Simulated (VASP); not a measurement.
Crystal: Zr.

```
Zr
1.0
     3.23200    0.00000    0.00000
    -1.61600    2.79899    0.00000
     0.00000    0.00000    5.14700
Zr
2
Direct
  0.33333 0.66667 0.25000
  0.66667 0.33333 0.75000
```

| Item | Value |
| --- | --- |
| Program | VASP 6.6.1 |
| Task | relaxation of cell and atoms |
| Functional | PBEsol |
| Potentials or basis | VASP PAW PBE potentials, release 64 (Zr_sv) |
| Cutoff | 600 eV |
| k mesh | 17 × 17 × 9 |
| Occupations | methfessel-paxton, width 0.05 eV |
| Spin | no spin polarisation |

At the start: pressure -3.2 GPa; volume 23.28 Å³/atom.

Task: Where does the relaxation end?

Result: Over 6 steps the energy falls by 8.4 meV/atom and the volume is 22.47 Å³/atom (-3.5 %); space group P6_3/mmc (No. 194, to 0.05 Å).

The path:
```
step  energy change (eV)  largest force (eV/Å)  pressure (GPa)  volume (Å³)
   1              0.0000                0.0000           -3.24        46.56
   2              0.0001                0.0000            3.62        43.46
   3             -0.0165                0.0000            0.00        44.98
   4             -0.0165                0.0000            0.06        44.95
   5             -0.0168                0.0000            0.05        44.95
   6             -0.0169                0.0000            0.04        44.94
```

Final structure:
```
CELL_PARAMETERS angstrom
3.18530 0.00000 0.00000
-1.59265 2.75854 0.00000
0.00000 0.00000 5.11453
ATOMIC_POSITIONS crystal
Zr 0.33333 0.66667 0.25000
Zr 0.66667 0.33333 0.75000
```

Caveat: the PAW data sets were made with another functional, which shifts forces and pressure a little.
